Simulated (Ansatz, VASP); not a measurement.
**One calculation of BaBr3, two programs**

```
Ba Br
1.0
     6.87256    0.00000    0.00000
    -3.43628    5.95181    0.00000
     0.00000    0.00000    6.21769
Ba Br
2 6
Direct
  0.66667 0.33333 0.25000
  0.33333 0.66667 0.75000
  0.34399 0.17199 0.75000
  0.82801 0.17199 0.75000
  0.82801 0.65601 0.75000
  0.65601 0.82801 0.25000
  0.17199 0.82801 0.25000
  0.17199 0.34399 0.25000
```

Alike in both runs: functional PBE; k mesh 6 × 6 × 6; occupations gaussian, width 0.1 eV; no spin polarisation.

Ansatz relaxed the structure, and its values are those at the end. VASP's run is a single point on that final structure, the one shown.

|  | VASP | Ansatz |
| --- | --- | --- |
| version | VASP 6.6.1 | Ansatz 0.2.0 |
| potentials or method | VASP PAW PBE potentials, release 64 (Ba_sv, Br), cutoff 520 eV | scalar-relativistic, plane waves, PAW |
| valence electrons in the cell | 62 | 62 |

```csv
,VASP,Ansatz,Ansatz less VASP
gap on the k mesh at the Fermi level (eV),none,none,-
pressure (GPa),0.3,0.0,-0.30
rms of the force components (eV/Å),0.007,0.002,-0.0050
```

A gap of «none» marks a metal or a gap that the smearing closes.

Spin-orbit coupling is off throughout.
